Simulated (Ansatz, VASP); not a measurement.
# Two plane-wave programs on BiAs

```xyz
2
Lattice="0.0000 3.3529 3.3529 3.3529 0.0000 3.3529 3.3529 3.3529 0.0000" Properties=species:S:1:pos:R:3 pbc="T T T"
Bi    0.0000    0.0000    0.0000
As    1.6764    1.6764    1.6764
```

Alike in both runs: functional PBE; k mesh 10 × 10 × 10; occupations fermi-dirac, width 0.03 eV; no spin polarisation.

Ansatz relaxed the structure, and its values are those at the end. VASP's run is a single point on that final structure, the one shown.

|  | VASP | Ansatz |
| --- | --- | --- |
| version | VASP 6.6.1 | Ansatz 0.2.0 |
| potentials or method | VASP PAW PBE potentials, release 64 (Bi_d, As) | PAW with Ansatz's default frozen-core files, scalar-relativistic |
| plane-wave cutoff (eV) | 520 | 420 |
| valence electrons in the cell | 20 | 30 |

|  | VASP | Ansatz | Ansatz less VASP |
| --- | --- | --- | --- |
| pressure (GPa) | 0.0 | 0.0 | 0.00 |

VASP's potentials hold 20 valence electrons a cell and Ansatz's 30, so a difference there can come from the potentials and not from the codes.

Neither program's run includes spin-orbit coupling.
